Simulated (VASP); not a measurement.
Crystal: Sc3F.

```
CELL_PARAMETERS angstrom
4.06117 0.00000 0.00000
0.00000 4.06117 0.00000
0.00000 0.00000 4.06117
ATOMIC_POSITIONS crystal
Sc 0.00000 0.50000 0.50000
Sc 0.50000 0.00000 0.50000
Sc 0.50000 0.50000 0.00000
F 0.00000 0.00000 0.00000
```

- Program: VASP 6.6.1
- Task: relaxation of cell and atoms
- Functional: r2SCAN
- Potentials or basis: VASP PAW PBE potentials, release 64 (Sc_sv, F)
- Cutoff: 600 eV
- k mesh: 4 × 4 × 4
- Occupations: gaussian, width 0.1 eV
- Spin: no spin polarisation

At the start: pressure 17.0 GPa; volume 16.75 Å³/atom.

**Question.** How do energy, volume and symmetry change on relaxing?

**Answer.** Over 3 steps the energy falls by 223.8 meV/atom and the volume is 21.97 Å³/atom (+31.2 %); space group Pm-3m (No. 221, to 0.05 Å).

Step by step:
| step | energy change (eV) | largest force (eV/Å) | pressure (GPa) | volume (Å³) |
| --- | --- | --- | --- | --- |
| 1 | 0.0000 | 0.0000 | 16.95 | 66.98 |
| 2 | -0.8901 | 0.0000 | 0.91 | 85.67 |
| 3 | -0.8954 | 0.0000 | -0.15 | 87.87 |

Final structure:
```yaml
crystal:
  lattice:
    - [4.44577, 0.00000, 0.00000]
    - [0.00000, 4.44577, 0.00000]
    - [0.00000, 0.00000, 4.44577]
  atoms:
    - { symbol: Sc, position: [0.00000, 0.50000, 0.50000] }
    - { symbol: Sc, position: [0.50000, 0.00000, 0.50000] }
    - { symbol: Sc, position: [0.50000, 0.50000, 0.00000] }
    - { symbol: F, position: [0.00000, 0.00000, 0.00000] }
```

Caveat: the k points lie up to 0.35 Å⁻¹ apart in the final cell; the volume moved by over 15 % at a fixed basis, so the end points are rough; the PAW data sets were made with another functional, which shifts forces and pressure a little.
